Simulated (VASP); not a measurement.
# TiAl3 in VASP: single point with PBEsol

Aim: the single point of TiAl3 with PBEsol.

Program: VASP 6.6.1. These are calculated values, not measurements. Logs are shortened: lines on timing, memory, paths and dates and some standing lists are left out, and cuts for length are marked.

**1. The cell of the first run**

The typed cell holds 4 atoms: a = 2.781 Å, b = 4.671 Å, c = 4.893 Å, α = 90.00°, β = 90.00°, γ = 90.00°.

**2. Single point, PBEsol**

File INCAR:

```
  PREC = Accurate
  ENCUT = 520
  EDIFF = 1E-6
  ISMEAR = 0
  SIGMA = 0.15
  LREAL = False
  LASPH = True
  NELM = 100
  ALGO = Fast
  ISIF = 2
  LWAVE = False
  LCHARG = False
  GGA = PS
  NBANDS = 18
```

File KPOINTS:

```
regular mesh
0
Gamma
  12 8 8
```

File POSCAR:

```
TiAl3
1.0
    2.7813912067      0.0000000000      0.0000000000
    0.0000000000      4.6710700316      0.0000000000
    0.0000000000      0.0000000000      4.8934030387
Ti Al
1 3
Direct
   -0.0002930646      0.4999929089      0.1631053094
    0.4998078499      0.5000214542      0.6642442023
    0.4998476587      0.0000229833      0.3330496543
    0.0006375560     -0.0000373465      0.8395998340
```

Potentials or basis: VASP PAW PBE potentials, release 64 (Ti_sv, Al).

Launch:

```sh
$ cat potpaw_PBE.64/Ti_sv/POTCAR potpaw_PBE.64/Al/POTCAR > POTCAR
$ mpirun -np 1 vasp_std > vasp.out
```

OUTCAR:

```text
PREC = Accurate
   ENCUT = 520
   EDIFF = 1E-6
   ISMEAR = 0
   LREAL = False
   LASPH = True
   NELM = 100
   ISIF = 2
   GGA = PS

 ion  position               nearest neighbor table
   1  1.000  0.500  0.163-   2 2.81   2 2.81   2 2.82   2 2.82   4 2.82   4 2.82   3 2.84   3 2.84
                             3 2.84   3 2.84
   2  0.500  0.500  0.664-   1 2.81   1 2.81   1 2.82   1 2.82   3 2.84   3 2.84   4 2.85   4 2.85
                             4 2.85   4 2.85
   3  0.500  0.000  0.333-   4 2.79   4 2.79   4 2.84   1 2.84   1 2.84   1 2.84   2 2.84   2 2.84
                             1 2.84   4 2.84
   4  0.001  1.000  0.840-   3 2.79   3 2.79   1 2.82   1 2.82   3 2.84   3 2.84   2 2.85   2 2.85
                             2 2.85   2 2.85

  LATTYP: Found a simple orthorhombic cell.
 ALAT       =     2.7813912067
 B/A-ratio  =     1.6794005893
 C/A-ratio  =     1.7593364885

  Lattice vectors:

 A1 = (   2.7813912067,   0.0000000000,   0.0000000000)
 A2 = (   0.0000000000,   4.6710700316,   0.0000000000)
 A3 = (   0.0000000000,   0.0000000000,   4.8934030387)

Analysis of symmetry for initial positions (statically):
=====================================================================
 Subroutine PRICEL returns:
 Original cell was already a primitive cell.

 Routine SETGRP: Setting up the symmetry group for a
 simple orthorhombic supercell.

 Subroutine GETGRP returns: Found  1 space group operations
 (whereof  1 operations were pure point group operations)
 out of a pool of  8 trial point group operations.

The static configuration has the point symmetry C_1 .

Analysis of symmetry for dynamics (positions and initial velocities):
=====================================================================
 Subroutine PRICEL returns:
 Original cell was already a primitive cell.

 Routine SETGRP: Setting up the symmetry group for a
 simple orthorhombic supercell.

 Subroutine GETGRP returns: Found  1 space group operations
 (whereof  1 operations were pure point group operations)
 out of a pool of  8 trial point group operations.

The dynamic configuration has the point symmetry C_1 .

 Subroutine INISYM returns: Found  1 space group operations
 (whereof  1 operations are pure point group operations),
 and found     1 'primitive' translations

----------------------------------------------------------------------------------------

                                     Primitive cell

  volume of cell :      63.5755

  direct lattice vectors                    reciprocal lattice vectors
     2.781391207  0.000000000  0.000000000     0.359532308  0.000000000  0.000000000
     0.000000000  4.671070032  0.000000000     0.000000000  0.214083710  0.000000000
     0.000000000  0.000000000  4.893403039     0.000000000  0.000000000  0.204356762

  length of vectors
     2.781391207  4.671070032  4.893403039     0.359532308  0.214083710  0.204356762

  position of ions in fractional coordinates (direct lattice)
     0.999706935  0.499992909  0.163105309
     0.499807850  0.500021454  0.664244202
     0.499847659  0.000022983  0.333049654
     0.000637556  0.999962653  0.839599834

  ion indices of the primitive-cell ions
   primitive index   ion index
                 1           1
                 2           2
                 3           3
                 4           4

----------------------------------------------------------------------------------------

 KPOINTS: regular mesh

Automatic generation of k-mesh.
 Grid dimensions read from file:
 generate k-points for:   12    8    8

 Generating k-lattice:

  Cartesian coordinates                     Fractional coordinates (reciprocal lattice)
     0.029961026  0.000000000  0.000000000     0.083333333  0.000000000  0.000000000
     0.000000000  0.026760464  0.000000000     0.000000000  0.125000000  0.000000000
     0.000000000  0.000000000  0.025544595     0.000000000  0.000000000  0.125000000

  Length of vectors
     0.029961026  0.026760464  0.025544595

  Shift w.r.t. Gamma in fractional coordinates (k-lattice)
     0.000000000  0.000000000  0.000000000

 Subroutine IBZKPT returns following result:
 ===========================================

 Found    388 irreducible k-points:

 Following reciprocal coordinates:
            Coordinates               Weight
  0.000000  0.000000  0.000000      1.000000
  0.083333  0.000000  0.000000      2.000000
  0.166667  0.000000  0.000000      2.000000
  0.250000  0.000000  0.000000      2.000000
  0.333333  0.000000  0.000000      2.000000
  0.416667  0.000000  0.000000      2.000000
[... 16 lines left out ...]
  0.166667  0.250000  0.000000      2.000000
  0.166667 -0.250000  0.000000      2.000000
 [... further k-points ...]
   k-points           NKPTS =    388   k-points in BZ     NKDIM =    388   number of bands    NBANDS=     18
   number of dos      NEDOS =    301   number of ions     NIONS =      4
   total plane-waves  NPLWV =  31104
   dimension x,y,z NGX =    24 NGY =   36 NGZ =   36
   dimension x,y,z NGXF=    48 NGYF=   72 NGZF=   72
   ions per type =               1   3
   NGX,Y,Z   is equivalent  to a cutoff of  14.34, 12.81, 12.23 a.u.
   NGXF,Y,Z  is equivalent  to a cutoff of  28.69, 25.63, 24.46 a.u.
 SYSTEM =  unknown system
   PREC   = accura    normal or accurate (medium, high low for compatibility)
   ISTART =      0    job   : 0-new  1-cont  2-samecut
   ICHARG =      2    charge: 1-file 2-atom 10-const
   ISPIN  =      1    spin polarized calculation?
   LNONCOLLINEAR =      F non collinear calculations
   LSORBIT =      F    spin-orbit coupling
   LASPH  =      T    aspherical Exc in radial PAW
   ENCUT  =  520.0 eV  38.22 Ry    6.18 a.u.   5.17  8.69  9.10*2*pi/ulx,y,z
   NELM   =    100;   NELMIN=  2; NELMDL= -5     # of ELM steps
   EDIFF  = 0.1E-05   stopping-criterion for ELM
   LREAL  =      F    real-space projection
   EDIFFG = 0.1E-04   stopping-criterion for IOM
   NSW    =      0    number of steps for IOM
   IBRION =     -1    ionic relax: 0-MD 1-quasi-New 2-CG
   NFREE  =      0    steps in history (QN), initial steepest desc. (CG)
   ISIF   =      2    stress and relaxation
   ISYM   =      2    0-nonsym 1-usesym 2-fastsym
   POTIM  = 0.5000    time-step for ionic-motion
   TEBEG  =    0.0;   TEEND  =   0.0 temperature during run
   PSTRESS=    0.0 pullay stress
   NELECT =      21.0000    total number of electrons
   NUPDOWN=      -1.0000    fix difference up-down
   EMIN   =  10.00;   EMAX   =-10.00  energy-range for DOS
   EFERMI =   0.00;   METHOD = LEGACY
   ISMEAR =     0;   SIGMA  =   0.15  broadening in eV -4-tet -1-fermi 0-gaus
   EFERMI_NEDOS =   21; number of points for ismear=-14 and -15
   IALGO  =     68    algorithm
   IMIX   =      4    mixing-type and parameters
     AMIX     =   0.40;   BMIX     =  1.00
     AMIX_MAG =   1.60;   BMIX_MAG =  1.00
  volume/ion in A,a.u.               =      15.89       107.26
  Fermi-wavevector in a.u.,A,eV,Ry     =   1.131666  2.138538 17.424533  1.280667
  Thomas-Fermi vector in A             =   2.268365
   LORBIT       =      0    0 simple, 1 ext, 2 COOP (PROOUT), +10 PAW based schemes
   GGA     = PS    functional components
   LHFCALC =     F    Hartree Fock is set to
   AEXX    =    0.0000 exact exchange contribution
   IVDW    =     0    specifies the selected vdW correction
   LEPSILON=     F    determine dielectric tensor
   LRPA    =     F    only Hartree local field effects (RPA)
 non-spin polarized calculation
 RMM-DIIS sequential band-by-band and
 Gauss-broadening in eV      SIGMA  =   0.15
  energy-cutoff  :      520.00
  volume of cell :       63.58
 maximum number of plane-waves:      1736
 NGX is ok and might be reduce to    24
   NGX = 11   NGY = 17   NGZ = 19

 number of electron      21.0000000 magnetization

 Free energy of the ion-electron system (eV)
  ---------------------------------------------------
  ext. energy  EPLUGINS =         0.00000000
  ---------------------------------------------------
  free energy    TOTEN  =       -21.60228443 eV

  energy without entropy =      -21.57156397  energy(sigma->0) =      -21.58692420

 E-fermi :   8.2293     XC(G=0): -10.8103

 val. band max:        8.2267689233   @ k =   0.0833   0.5000   0.5000
 cond. band min:       8.2325215114   @ k =   0.0000   0.2500   0.5000
 fundamental gap:      0.0057525882
 Fermi energy:         8.2293377966

 k-point     1 :       0.0000    0.0000    0.0000
  band No.  band energies     occupation
      1     -47.9718      2.00000
      2     -24.4049      2.00000
      3     -24.4040      2.00000
      4     -23.9874      2.00000
      5      -2.0286      2.00000
      6       3.0237      2.00000
[... 10 lines left out ...]
     17      14.2826      0.00000
     18      14.6217      0.00000

 k-point     2 :       0.0833    0.0000    0.0000
  band No.  band energies     occupation
      1     -47.9673      2.00000
      2     -24.4005      2.00000
      3     -24.3996      2.00000
      4     -24.0244      2.00000
      5      -1.8932      2.00000
      6       3.1454      2.00000
[... 10 lines left out ...]
     17      13.8686      0.00000
     18      14.8532      0.00000

 k-point     3 :       0.1667    0.0000    0.0000
  band No.  band energies     occupation
      1     -47.9547      2.00000
      2     -24.3886      2.00000
      3     -24.3875      2.00000
      4     -24.1245      2.00000
      5      -1.4896      2.00000
      6       3.5069      2.00000
[... 10 lines left out ...]
     17      12.5708      0.00000
     18      14.3316      0.00000

 k-point     4 :       0.2500    0.0000    0.0000
  band No.  band energies     occupation
      1     -47.9375      2.00000
      2     -24.3723      2.00000
      3     -24.3709      2.00000
      4     -24.2594      2.00000
      5      -0.8241      2.00000
      6       4.0960      2.00000
[... 375 lines left out ...]
      4     -24.0243      2.00000
      5      -1.4823      2.00000
      6       1.8841      2.00000
[... 10 lines left out ...]
     17      14.2548      0.00000
     18      15.4954      0.00000

 k-point    23 :       0.1667    0.2500    0.0000
  band No.  band energies     occupation
      1     -47.9547      2.00000
      2     -24.3904      2.00000
      3     -24.3873      2.00000
      4     -24.1244      2.00000
      5      -1.0855      2.00000
      6       2.2511      2.00000
[... 10 lines left out ...]
     17      12.5982      0.00000
     18      14.8621      0.00000

 k-point    24 :       0.1667   -0.2500    0.0000
  band No.  band energies     occupation
      1     -47.9547      2.00000
      2     -24.3904      2.00000
      3     -24.3873      2.00000
      4     -24.1244      2.00000
      5      -1.0855      2.00000
      6       2.2511      2.00000
[... 10 lines left out ...]
     17      12.5982      0.00000
     18      14.8627      0.00000

 [... further k-points ...]

------------------------ aborting loop because EDIFF is reached ----------------------------------------

  FORCE on cell =-STRESS in cart. coord.  units (eV):
  Direction    XX          YY          ZZ          XY          YZ          ZX
  --------------------------------------------------------------------------------------
  -------------------------------------------------------------------------------------
  Total        0.0342209     -0.0110889      0.0625474      0.0000096      0.0000229     -0.0052772
  in kB        0.8624069     -0.2794535      1.5762696      0.0002419      0.0005782     -0.1329929
  external PRESSURE =       0.7197410 kB  Pullay stress =       0.0000000 kB

 VOLUME and BASIS-vectors are now :
 -----------------------------------------------------------------------------
  energy-cutoff  :      520.00
  volume of cell :       63.58
      direct lattice vectors                 reciprocal lattice vectors
     2.781391207  0.000000000  0.000000000     0.359532308  0.000000000  0.000000000
     0.000000000  4.671070032  0.000000000     0.000000000  0.214083710  0.000000000
     0.000000000  0.000000000  4.893403039     0.000000000  0.000000000  0.204356762

 POSITION                                       TOTAL-FORCE (eV/Angst)
 -----------------------------------------------------------------------------------
      2.78058      2.33550      0.79814         0.000743      0.000277     -0.005941
      1.39016      2.33564      3.25041         0.001388     -0.000866      0.001496
      1.39027      0.00011      1.62975         0.001327     -0.000624     -0.001074
      0.00177      4.67090      4.10850        -0.003457      0.001213      0.005518
 -----------------------------------------------------------------------------------
    total drift:                               -0.000009     -0.000000      0.000010

  FREE ENERGIE OF THE ION-ELECTRON SYSTEM (eV)
  ---------------------------------------------------
  free  energy   TOTEN  =       -21.6022844324 eV

  energy  without entropy=      -21.5715639655  energy(sigma->0) =      -21.58692420
```

Run time: 5 min. Hardware: 1 thread of Intel Xeon 6975P-C (Granite Rapids), shared host; peak memory 0.5 GiB.

Results:

* Free energy: -21.6023 eV
* Pressure: 0.1 GPa
* Largest force: 0.007 eV/Å
* Band gap on the k mesh: zero (an odd number of electrons rules out a gap without spin polarisation)

Forces in eV/Å, atoms in the order of the input:
```
Ti   0.001  0.000 -0.006
Al   0.001 -0.001  0.001
Al   0.001 -0.001 -0.001
Al  -0.003  0.001  0.006
```

Levels at points of the mesh, in eV from the Fermi level:
```tsv
k point	band 9	band 10	band 11	band 12	band 13	band 14
(0.00, 0.00, 0.00)	-2.71	-0.86	-0.44	2.51	2.59	2.66
(0.50, 0.00, 0.00)	-1.75	0.44	0.65	0.79	1.42	1.63
(0.00, 0.50, 0.00)	-2.06	-1.57	-0.20	2.44	2.52	2.69
(0.50, 0.50, 0.00)	-1.72	-0.49	-0.26	0.82	1.16	1.36
(0.00, 0.00, 0.50)	-2.18	-1.13	-0.34	2.29	2.42	2.60
(0.50, 0.00, 0.50)	-1.34	-0.15	-0.13	0.60	1.26	1.97
(0.00, 0.50, 0.50)	-0.22	-0.08	0.71	2.45	2.47	3.59
(0.50, 0.50, 0.50)	-2.77	-2.70	-0.65	-0.19	1.08	2.14
```

Caveat: the PAW data sets were made with another functional, which shifts forces and pressure a little.
